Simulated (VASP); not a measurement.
The system is Si.

```
Si
1.0
     0.00000    2.73505    2.73505
     2.73505    0.00000    2.73505
     2.73505    2.73505    0.00000
Si
2
Direct
  0.25000 0.25000 0.25000
  0.00000 0.00000 0.00000
```

* Program: VASP 6.6.1
* Task: relaxation of cell and atoms
* Functional: PBEsol
* Potentials or basis: VASP PAW PBE potentials, release 64 (Si)
* Cutoff: 600 eV
* k mesh: 8 × 8 × 8
* Occupations: fermi-dirac, width 0.02 eV
* Spin: no spin polarisation

At the start: pressure -1.7 GPa; volume 20.46 Å³/atom.

Q: Where does the relaxation end?

A: Over 3 steps the energy falls by 2.1 meV/atom and the volume is 20.08 Å³/atom (-1.9 %); space group Fd-3m (No. 227, to 0.05 Å).

The path:
```
step  energy change (eV)  largest force (eV/Å)  pressure (GPa)  volume (Å³)
   1              0.0000                0.0000           -1.69        40.92
   2             -0.0022                0.0000            1.22        39.65
   3             -0.0041                0.0000            0.00        40.16
```

Final structure:
```cif
data_structure
_symmetry_space_group_name_H-M 'P 1'
_symmetry_Int_Tables_number 1
_cell_length_a 3.8438
_cell_length_b 3.8438
_cell_length_c 3.8438
_cell_angle_alpha 60.000
_cell_angle_beta 60.000
_cell_angle_gamma 60.000
_cell_volume 40.16
loop_
_atom_site_label
_atom_site_type_symbol
_atom_site_fract_x
_atom_site_fract_y
_atom_site_fract_z
_atom_site_occupancy
Si1 Si 0.25000 0.25000 0.25000 1
Si2 Si 0.00000 0.00000 0.00000 1
```

Caveat: the PAW data sets were made with another functional, which shifts forces and pressure a little.
